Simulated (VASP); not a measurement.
# Al (Fm-3m) in VASP: a series of runs, part 2 of 2

VASP 6.6.1.

## Step 5: Single point, RPBE

This run uses another cell than the first one, of 16.79 Å³/atom, 1.087 times its volume.

The input, INCAR:

```
  PREC = Accurate
  ENCUT = 520
  EDIFF = 1E-6
  ISMEAR = -1
  SIGMA = 0.1
  LREAL = F
  LASPH = T
  NELM = 80
  ALGO = Normal
  ISIF = 2
  LWAVE = F
  LCHARG = T
  GGA = RP
  LELF = T
  LVHAR = T
  NBANDS = 8
```

The input, KPOINTS:

```
regular mesh
0
Gamma
  22 22 22
```

The input, POSCAR:

```
Al
1.0
    0.0000000000      2.0323520442      2.0323520442
    2.0323520442      0.0000000000      2.0323520442
    2.0323520442      2.0323520442      0.0000000000
Al
1
Direct
    0.0000000000      0.0000000000      0.0000000000
```

Potentials or basis: VASP PAW PBE potentials, release 64 (Al).

Command:

```
$ cat potpaw_PBE.64/Al/POTCAR > POTCAR
$ mpirun -np 1 vasp_std > vasp.out
```

OUTCAR:

```text
PREC = Accurate
   ENCUT = 520
   EDIFF = 1E-6
   ISMEAR = -1
   LREAL = F
   LASPH = T
   NELM = 80
   ISIF = 2
   GGA = RP

 ion  position               nearest neighbor table
   1  0.000  0.000  0.000-

  LATTYP: Found a face centered cubic cell.
 ALAT       =     4.0647040884

  Lattice vectors:

 A1 = (   0.0000000000,   2.0323520442,   2.0323520442)
 A2 = (   2.0323520442,   0.0000000000,   2.0323520442)
 A3 = (   2.0323520442,   2.0323520442,   0.0000000000)

Analysis of symmetry for initial positions (statically):
=====================================================================
 Subroutine PRICEL returns:
 Original cell was already a primitive cell.

 Routine SETGRP: Setting up the symmetry group for a
 face centered cubic supercell.

 Subroutine GETGRP returns: Found 48 space group operations
 (whereof 48 operations were pure point group operations)
 out of a pool of 48 trial point group operations.

The static configuration has the point symmetry O_h .

Analysis of symmetry for dynamics (positions and initial velocities):
[... 152 lines left out ...]
  ---------------------------------------------------
  free energy    TOTEN  =        -3.51561242 eV

  energy without entropy =       -3.50297550  energy(sigma->0) =       -3.50929396

 E-fermi :   7.9010     XC(G=0): -10.0780

 val. band max:        7.8683279985   @ k =   0.5000   0.2727   0.0455
 cond. band min:       7.9191156884   @ k =  -0.4545   0.3636   0.0000
 fundamental gap:      0.0507876899
 Fermi energy:         7.9009981836

 k-point     1 :       0.0000    0.0000    0.0000
  band No.  band energies     occupation
      1      -3.1037      2.00000
      2      20.4159      0.00000
      3      20.4159      0.00000
      4      20.4159      0.00000
      5      21.9062      0.00000
      6      21.9062      0.00000
      7      21.9062      0.00000
      8      24.1803      0.00000
[... 243 lines left out ...]
 k-point    24 :      -0.4545    0.0455    0.0000
  band No.  band energies     occupation
      1       2.7554      2.00000
      2       4.3301      2.00000
      3      17.7240      0.00000
      4      18.6050      0.00000
      5      19.8851      0.00000
      6      20.0160      0.00000
      7      23.1436      0.00000
      8      23.8720      0.00000

 [... further k-points ...]
[... 5 lines left out ...]
  --------------------------------------------------------------------------------------
  -------------------------------------------------------------------------------------
  Total       -0.0104401     -0.0104401     -0.0104401      0.0000000      0.0000000     -0.0000000
  in kB       -0.9962924     -0.9962924     -0.9962924      0.0000000      0.0000000     -0.0000000
  external PRESSURE =      -0.9962924 kB  Pullay stress =       0.0000000 kB

 VOLUME and BASIS-vectors are now :
 -----------------------------------------------------------------------------
  energy-cutoff  :      520.00
  volume of cell :       16.79
      direct lattice vectors                 reciprocal lattice vectors
     0.000000000  2.032352044  2.032352044    -0.246020369  0.246020369  0.246020369
     2.032352044  0.000000000  2.032352044     0.246020369 -0.246020369  0.246020369
     2.032352044  2.032352044  0.000000000     0.246020369  0.246020369 -0.246020369

 POSITION                                       TOTAL-FORCE (eV/Angst)
 -----------------------------------------------------------------------------------
      0.00000      0.00000      0.00000         0.000000      0.000000      0.000000
 -----------------------------------------------------------------------------------
    total drift:                                0.000000     -0.000000     -0.000000

  FREE ENERGIE OF THE ION-ELECTRON SYSTEM (eV)
  ---------------------------------------------------
  free  energy   TOTEN  =        -3.5156124189 eV

  energy  without entropy=       -3.5029755042  energy(sigma->0) =       -3.50929396
```

OSZICAR:

```text
N       E                     dE             d eps       ncg     rms          rms(c)
DAV:   1    -0.213059581807E+01   -0.21306E+01   -0.84945E+02  5256   0.202E+02
DAV:   2    -0.352962731336E+01   -0.13990E+01   -0.13609E+01  7264   0.188E+01
DAV:   3    -0.353661056362E+01   -0.69833E-02   -0.69781E-02  7064   0.148E+00
DAV:   4    -0.353662620518E+01   -0.15642E-04   -0.15642E-04  7992   0.582E-02
DAV:   5    -0.353662625416E+01   -0.48988E-07   -0.48818E-07  7072   0.186E-03    0.181E+00
DAV:   6    -0.352489878365E+01    0.11727E-01   -0.15530E-03  6864   0.219E-01    0.105E+00
DAV:   7    -0.351563154157E+01    0.92672E-02   -0.47826E-03  6792   0.353E-01    0.188E-01
DAV:   8    -0.351561648654E+01    0.15055E-04   -0.13323E-05  7776   0.271E-02    0.427E-02
DAV:   9    -0.351561269210E+01    0.37944E-05   -0.18264E-06  7536   0.706E-03    0.625E-04
DAV:  10    -0.351561241894E+01    0.27315E-06   -0.70136E-09  4720   0.653E-04
   1 F= -.35156124E+01 E0= -.35092940E+01  d E =-.126369E-01
```

stdout:

```text
POSCAR found type information on POSCAR Al
 POSCAR found :  1 types and       1 ions
 scaLAPACK will be used
 -----------------------------------------------------------------------------
|                                                                             |
|                                                                             |
|     You enforced a specific xc type in the INCAR file but a different       |
|     I HOPE YOU KNOW WHAT YOU ARE DOING!                                     |
|                                                                             |
 -----------------------------------------------------------------------------

 LDA part: xc-table for (Slater+PW92), standard interpolation
 POSCAR, INCAR and KPOINTS ok, starting setup
 FFT: planning ... GRIDC
 FFT: planning ... GRID_SOFT
 FFT: planning ... GRID
 WAVECAR not read
 entering main loop
```

It took 16 s on 1 thread of Intel Xeon 6975P-C, shared host; peak memory 0.16 GiB.

Results:

* Free energy: -3.5156 eV
* Pressure: -0.1 GPa

Caveat: the PAW data sets were made with another functional, which shifts forces and pressure a little.

## Step 6: The runs side by side

| cell | gap on the mesh (eV) | pressure (GPa) |
| --- | --- | --- |
| a = 2.795 Å, angles 60.0°, 1 atom | none | 7.5 |
| a = 2.835 Å, angles 60.0°, 1 atom | none | 3.3 |
| a = 2.874 Å, angles 60.0°, 1 atom | none | -0.1 |

Alike in all rows: task single point; level RPBE; potentials or basis VASP PAW PBE potentials, release 64 (Al); no spin polarisation; k mesh 22 × 22 × 22; cutoff (eV) 520; smearing fermi-dirac 0.1 eV.

Caveats: the PAW data sets were made with another functional, which shifts forces and pressure a little.

Total energies depend on the potentials used, so only differences within one code and one set of settings carry meaning.
